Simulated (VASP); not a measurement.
# C in VASP: a series of runs

The runs below take C through G0W0 quasiparticle levels, with PBE.

Everything below comes from runs of VASP 6.6.1. Logs are shortened: lines on timing, memory, paths and dates and some standing lists are left out, and cuts for length are marked.

### Step 1. The cell of the first run

The structure is cubic, space group Fd-3m (No. 227). Conventional cell: a = 3.560 Å, b = 3.560 Å, c = 3.560 Å, α = 90.00°, β = 90.00°, γ = 90.00°. Within 2.1 Å of C (site symmetry -43m) lie 4 C at 1.54 Å.

### Step 2. G0W0 quasiparticle levels, PBE

Contents of POSCAR:

```
C
1.0
    0.0000000000      1.7801241423      1.7801241423
    1.7801241423      0.0000000000      1.7801241423
    1.7801241423      1.7801241423      0.0000000000
C
2
Direct
    0.0000000000      0.0000000000      0.0000000000
    0.2500000000      0.2500000000      0.2500000000
```

Contents of INCAR.step1:

```
PREC = Accurate ; ENCUT = 500
EDIFF = 1E-8 ; ISMEAR = 0
SIGMA = 0.01 ; LREAL = F
LASPH = T ; NELM = 80
ALGO = Normal ; LWAVE = T
LCHARG = F ; GGA = PE
```

Contents of INCAR.step2:

```
PREC = Accurate ; ENCUT = 500
EDIFF = 1E-8 ; ISMEAR = 0
SIGMA = 0.01 ; LREAL = F
LASPH = T ; NELM = 1
ALGO = Exact ; LWAVE = T
LCHARG = F ; GGA = PE
NBANDS = 51 ; LOPTICS = T
ISTART = 1
```

Contents of INCAR.step3:

```
PREC = Accurate ; ENCUT = 500
EDIFF = 1E-8 ; ISMEAR = 0
SIGMA = 0.01 ; LREAL = F
LASPH = T ; ALGO = EVGW0
LWAVE = F ; LCHARG = F
GGA = PE ; NELMGW = 1
NBANDS = 51 ; ENCUTGW = 150.0
NOMEGA = 48 ; PRECFOCK = Fast
ISTART = 1 ; NBANDSGW = 12
```

Contents of KPOINTS:

```
regular mesh
0
Gamma
  6 6 6
```

Potentials or basis: VASP PAW PBE potentials, release 64 (C_GW).

Started as:

```sh
$ cat potpaw_PBE.64/C_GW/POTCAR > POTCAR
$ cp INCAR.step1 INCAR
$ mpirun -np 1 vasp_std > vasp.out
$ cp INCAR.step2 INCAR
$ mpirun -np 1 vasp_std > vasp.out
$ cp INCAR.step3 INCAR
$ mpirun -np 1 vasp_std > vasp.out
```

OUTCAR:

```text
PREC = Accurate
   ENCUT = 500
   EDIFF = 1E-8
   ISMEAR = 0
   LREAL = F
   LASPH = T
   GGA = PE
   NELMGW = 1
   ENCUTGW = 150.0
   PRECFOCK = Fast
   ISTART = 1

 ion  position               nearest neighbor table
   1  0.000  0.000  0.000-   2 1.54   2 1.54   2 1.54   2 1.54
   2  0.250  0.250  0.250-   1 1.54   1 1.54   1 1.54   1 1.54

  LATTYP: Found a face centered cubic cell.
 ALAT       =     3.5602482846

  Lattice vectors:

 A1 = (   0.0000000000,   1.7801241423,   1.7801241423)
 A2 = (   1.7801241423,   0.0000000000,   1.7801241423)
 A3 = (   1.7801241423,   1.7801241423,   0.0000000000)

Analysis of symmetry for initial positions (statically):
=====================================================================
 Subroutine PRICEL returns:
 Original cell was already a primitive cell.

 Routine SETGRP: Setting up the symmetry group for a
 face centered cubic supercell.

 Subroutine GETGRP returns: Found 48 space group operations
 (whereof 24 operations were pure point group operations)
 out of a pool of 48 trial point group operations.

The static configuration has the point symmetry T_d .
 The point group associated with its full space group is O_h .

Analysis of symmetry for dynamics (positions and initial velocities):
=====================================================================
 Subroutine PRICEL returns:
 Original cell was already a primitive cell.

 Routine SETGRP: Setting up the symmetry group for a
 face centered cubic supercell.

 Subroutine GETGRP returns: Found 48 space group operations
 (whereof 24 operations were pure point group operations)
 out of a pool of 48 trial point group operations.

The dynamic configuration has the point symmetry T_d .
 The point group associated with its full space group is O_h .

 Subroutine INISYM returns: Found 48 space group operations
 (whereof 24 operations are pure point group operations),
 and found     1 'primitive' translations

----------------------------------------------------------------------------------------

                                     Primitive cell

  volume of cell :      11.2819

  direct lattice vectors                    reciprocal lattice vectors
     0.000000000  1.780124142  1.780124142    -0.280879287  0.280879287  0.280879287
     1.780124142  0.000000000  1.780124142     0.280879287 -0.280879287  0.280879287
     1.780124142  1.780124142  0.000000000     0.280879287  0.280879287 -0.280879287

  length of vectors
     2.517475705  2.517475705  2.517475705     0.486497196  0.486497196  0.486497196

  position of ions in fractional coordinates (direct lattice)
     0.000000000  0.000000000  0.000000000
     0.250000000  0.250000000  0.250000000

  ion indices of the primitive-cell ions
   primitive index   ion index
                 1           1
                 2           2

----------------------------------------------------------------------------------------

 KPOINTS: regular mesh

Automatic generation of k-mesh.
 Grid dimensions read from file:
 generate k-points for:    6    6    6

 Generating k-lattice:

  Cartesian coordinates                     Fractional coordinates (reciprocal lattice)
    -0.046813215  0.046813215  0.046813215     0.166666667  0.000000000  0.000000000
     0.046813215 -0.046813215  0.046813215     0.000000000  0.166666667  0.000000000
     0.046813215  0.046813215 -0.046813215     0.000000000  0.000000000  0.166666667

  Length of vectors
     0.081082866  0.081082866  0.081082866

  Shift w.r.t. Gamma in fractional coordinates (k-lattice)
     0.000000000  0.000000000  0.000000000

 Subroutine IBZKPT returns following result:
 ===========================================

 Found     16 irreducible k-points:

 Following reciprocal coordinates:
            Coordinates               Weight
  0.000000  0.000000  0.000000      1.000000
  0.166667  0.000000  0.000000      8.000000
  0.333333  0.000000  0.000000      8.000000
  0.500000  0.000000  0.000000      4.000000
  0.166667  0.166667  0.000000      6.000000
  0.333333  0.166667  0.000000     24.000000
[... 8 lines left out ...]
 -0.333333  0.333333  0.166667     24.000000
 -0.333333  0.500000  0.166667     12.000000
   k-points           NKPTS =     16   k-points in BZ     NKDIM =    216   number of bands    NBANDS=     51
   number of dos      NEDOS =    301   number of ions     NIONS =      2
   total plane-waves  NPLWV =   5832
   dimension x,y,z NGX =    18 NGY =   18 NGZ =   18
   dimension x,y,z NGXF=    36 NGYF=   36 NGZF=   36
   ions per type =               2
   NGX,Y,Z   is equivalent  to a cutoff of  11.89, 11.89, 11.89 a.u.
   NGXF,Y,Z  is equivalent  to a cutoff of  23.77, 23.77, 23.77 a.u.
 SYSTEM =  unknown system
   PREC   = accura    normal or accurate (medium, high low for compatibility)
   ISTART =      1    job   : 0-new  1-cont  2-samecut
   ICHARG =      0    charge: 1-file 2-atom 10-const
   ISPIN  =      1    spin polarized calculation?
   LNONCOLLINEAR =      F non collinear calculations
   LSORBIT =      F    spin-orbit coupling
   LASPH  =      T    aspherical Exc in radial PAW
   ENCUT  =  500.0 eV  36.75 Ry    6.06 a.u.   4.59  4.59  4.59*2*pi/ulx,y,z
   NELM   =     60;   NELMIN=  2; NELMDL=  0     # of ELM steps
   EDIFF  = 0.1E-07   stopping-criterion for ELM
   LREAL  =      F    real-space projection
   EDIFFG = 0.1E-06   stopping-criterion for IOM
   NSW    =      0    number of steps for IOM
   IBRION =     -1    ionic relax: 0-MD 1-quasi-New 2-CG
   NFREE  =      0    steps in history (QN), initial steepest desc. (CG)
   ISIF   =      0    stress and relaxation
   ISYM   =      3    0-nonsym 1-usesym 2-fastsym
   POTIM  = 0.5000    time-step for ionic-motion
   TEBEG  =    0.0;   TEEND  =   0.0 temperature during run
   PSTRESS=    0.0 pullay stress
   NELECT =       8.0000    total number of electrons
   NUPDOWN=      -1.0000    fix difference up-down
   EMIN   =  10.00;   EMAX   =-10.00  energy-range for DOS
   EFERMI =   0.00;   METHOD = LEGACY
   ISMEAR =     0;   SIGMA  =   0.01  broadening in eV -4-tet -1-fermi 0-gaus
   EFERMI_NEDOS =   21; number of points for ismear=-14 and -15
   IALGO  =     38    algorithm
   IMIX   =      4    mixing-type and parameters
     AMIX     =   0.40;   BMIX     =  1.00
     AMIX_MAG =   1.60;   BMIX_MAG =  1.00
  volume/ion in A,a.u.               =       5.64        38.07
  Fermi-wavevector in a.u.,A,eV,Ry     =   1.459860  2.758735 28.996616  2.131191
  Thomas-Fermi vector in A             =   2.576377
   LORBIT       =      0    0 simple, 1 ext, 2 COOP (PROOUT), +10 PAW based schemes
   GGA     = PE    functional components
   LHFCALC =     T    Hartree Fock is set to
   PRECFOCK=fast      Normal, Fast or Accurate (Low or Medium for compatibility)
   ENCUT4O =  -1.0   cutoff for four orbital integrals eV
   NKREDX  =     1    reduce k-point grid by
   NKREDY  =     1    reduce k-point grid by
   NKREDZ  =     1    reduce k-point grid by
   AEXX    =    1.0000 exact exchange contribution
   HFSCREEN=    0.0000 screening length (either q_TF or 0.3 A-1)
   HFSCREENC=   0.0000 screening length for correlation (either q_TF or 0.3 A-1)
   ENCUTFOCK=  -1.0 apply spherical cutoff to Coloumb kernel
   IVDW    =     0    specifies the selected vdW correction
   LEPSILON=     F    determine dielectric tensor
   LRPA    =     F    only Hartree local field effects (RPA)
   LRPAFORCE           =     F    calculate RPA forces
   ENCUTGW             = 150.0    cutoff for response function in eV
   ENCUTGWSOFT         = 120.0    soft cutoff for Coulomb kernel in GW response function in eV
   ENCUTLF             =  -1.0    cutoff for local field effects
   NELMGW              =     1    number of iterations in solving QP/BSE equation
   NELMHF              =     1    number of iterations in the inner HF iteration
   NKREDLFX            =     1    NKREDLFY  =   1   NKREDLFZ  =   1
 non-spin polarized calculation
 Gauss-broadening in eV      SIGMA  =   0.01
  energy-cutoff  :      500.00
  volume of cell :       11.28
 maximum number of plane-waves:       302
  NGX = 12; NGY = 12; NGZ = 12
   NGX =  9   NGY =  9   NGZ =  9
 maximum number of plane-waves:        59

 QP shifts <psi_nk| G(iteration)W_0 |psi_nk>: iteration 1
 for sc-GW calculations column KS-energies equals QP-energies in previous step
 and V_xc(KS)=  KS-energies - (<T + V_ion + V_H > + <T+V_H+V_ion>^1  + <V_x>^1)

 k-point   1 :       0.0000    0.0000    0.0000
  band No.  KS-energies  QP-energies   sigma(KS)   V_xc(KS)     V^pw_x(r,r')   Z            occupation Imag(sigma)

      1     -11.7046     -13.3251     -16.9355     -14.7920     -25.4559       0.7560       2.0000       1.4723
      2       9.8438       9.3260     -17.4411     -16.8145     -19.2155       0.8264       2.0000       0.0780
      3       9.8438       9.3260     -17.4411     -16.8145     -19.2155       0.8264       2.0000       0.0780
      4       9.8438       9.3260     -17.4411     -16.8145     -19.2155       0.8264       2.0000       0.0780
      5      15.4505      16.6245     -14.1099     -15.5365      -9.3291       0.8229       0.0000      -0.1076
      6      15.4505      16.6245     -14.1099     -15.5365      -9.3291       0.8229       0.0000      -0.1076
      7      15.4505      16.6245     -14.1099     -15.5365      -9.3291       0.8229       0.0000      -0.1076
      8      23.2911      24.4041     -14.9447     -16.3841      -7.7685       0.7732       0.0000      -0.2621
      9      29.2089      29.6142     -11.3907     -11.8925      -4.3427       0.8077       0.0000      -0.4155
     10      36.4414      37.5745     -12.5439     -13.9081      -5.9182       0.8306       0.0000      -0.5969
     11      36.4414      37.5745     -12.5439     -13.9081      -5.9182       0.8306       0.0000      -0.5969
     12      37.4454      37.9927     -10.8698     -11.5373      -3.2737       0.8200       0.0000      -0.9976

 k-point   2 :       0.1667    0.0000    0.0000
  band No.  KS-energies  QP-energies   sigma(KS)   V_xc(KS)     V^pw_x(r,r')   Z            occupation Imag(sigma)

      1     -10.9354     -12.5192     -16.9339     -14.8460     -25.2626       0.7586       2.0000       1.3741
      2       6.0702       5.2487     -17.0698     -16.0589     -19.8046       0.8126       2.0000       0.1156
      3       8.8141       8.2339     -17.2905     -16.5865     -19.2997       0.8242       2.0000       0.0860
      4       8.8141       8.2339     -17.2905     -16.5865     -19.2997       0.8242       2.0000       0.0860
      5      16.8001      18.0462     -14.2239     -15.7478      -9.0974       0.8177       0.0000      -0.1220
      6      16.8001      18.0462     -14.2239     -15.7478      -9.0974       0.8177       0.0000      -0.1220
      7      17.2735      18.4056     -14.3698     -15.7560      -9.2050       0.8167       0.0000      -0.1258
      8      23.9174      25.1014     -14.6218     -16.1591      -7.3154       0.7702       0.0000      -0.2811
      9      30.2023      30.7730     -11.6545     -12.3664      -4.3228       0.8017       0.0000      -0.4728
     10      32.7047      33.5252     -11.6936     -12.6809      -5.1245       0.8310       0.0000      -0.5155
     11      32.7047      33.5252     -11.6936     -12.6809      -5.1245       0.8310       0.0000      -0.5155
     12      35.7687      36.2901     -11.0851     -11.7241      -3.4788       0.8159       0.0000      -0.8502
[... 196 lines left out ...]
      1      -4.1183      -5.4831     -17.5929     -15.7878     -24.0787       0.7561       2.0000       0.5659
      2      -1.9191      -3.1691     -16.7844     -15.1483     -22.1484       0.7640       2.0000       0.3561
      3       1.9868       0.8804     -16.9174     -15.5157     -20.9456       0.7893       2.0000       0.1913
      4       3.8829       2.9232     -16.6988     -15.5065     -20.0087       0.8049       2.0000       0.1426
      5      18.6585      19.6440     -12.9752     -14.1743      -7.4427       0.8218       0.0000      -0.1412
      6      19.9283      21.1004     -13.8711     -15.3233      -7.8532       0.8072       0.0000      -0.1690
      7      23.6651      25.0825     -14.3926     -16.2171      -7.1322       0.7768       0.0000      -0.2772
      8      23.9098      25.2991     -14.1627     -15.9506      -6.8763       0.7771       0.0000      -0.2860
      9      28.0525      29.0621     -12.6942     -13.9450      -5.9150       0.8072       0.0000      -0.3457
     10      33.3375      34.6650     -13.8336     -15.5434      -5.2234       0.7764       0.0000      -0.7807
     11      37.2403      38.2651     -12.3459     -13.6156      -4.5610       0.8071       0.0000      -0.8765
     12      41.0283      41.7787     -11.4846     -12.4008      -3.7394       0.8190       0.0000      -1.0897

 k-point  16 :      -0.3333    0.5000    0.1667
  band No.  KS-energies  QP-energies   sigma(KS)   V_xc(KS)     V^pw_x(r,r')   Z            occupation Imag(sigma)

      1      -2.4120      -3.7259     -17.5294     -15.8009     -23.3944       0.7601       2.0000       0.4176
      2      -2.4120      -3.7259     -17.5294     -15.8009     -23.3944       0.7601       2.0000       0.4176
      3       1.9896       0.9243     -16.4694     -15.1269     -20.2840       0.7935       2.0000       0.1793
      4       1.9896       0.9243     -16.4694     -15.1269     -20.2840       0.7935       2.0000       0.1793
      5      18.0912      19.0169     -13.1262     -14.2519      -7.6327       0.8223       0.0000      -0.1399
      6      18.0912      19.0169     -13.1262     -14.2519      -7.6327       0.8223       0.0000      -0.1399
      7      24.4266      25.8842     -14.3701     -16.2511      -6.9648       0.7749       0.0000      -0.3006
      8      24.4266      25.8842     -14.3701     -16.2511      -6.9648       0.7749       0.0000      -0.3006
      9      31.6282      32.9119     -13.6465     -15.2864      -5.4953       0.7828       0.0000      -0.6304
     10      31.6282      32.9119     -13.6465     -15.2864      -5.4953       0.7828       0.0000      -0.6304
     11      40.6171      41.6094     -12.1874     -13.4156      -4.2605       0.8080       0.0000      -1.0686
     12      40.6171      41.6094     -12.1874     -13.4156      -4.2605       0.8080       0.0000      -1.0686
```

Wall time 2.6 min (1 thread of AMD EPYC 7R13, shared host); peak memory 0.17 GiB.

Results:

* Band gap on the k mesh, mean-field level: 4.17 eV, indirect (least direct gap 5.61 eV)
* Quasiparticle gap: 5.44 eV
* Least direct quasiparticle gap: 7.30 eV

Caveat: the k points lie up to 0.51 Å⁻¹ apart; bands, screening cutoff and mesh are small and nothing is extrapolated, so the quasiparticle values aren't converged.

(Continued in part 2 of 2.)
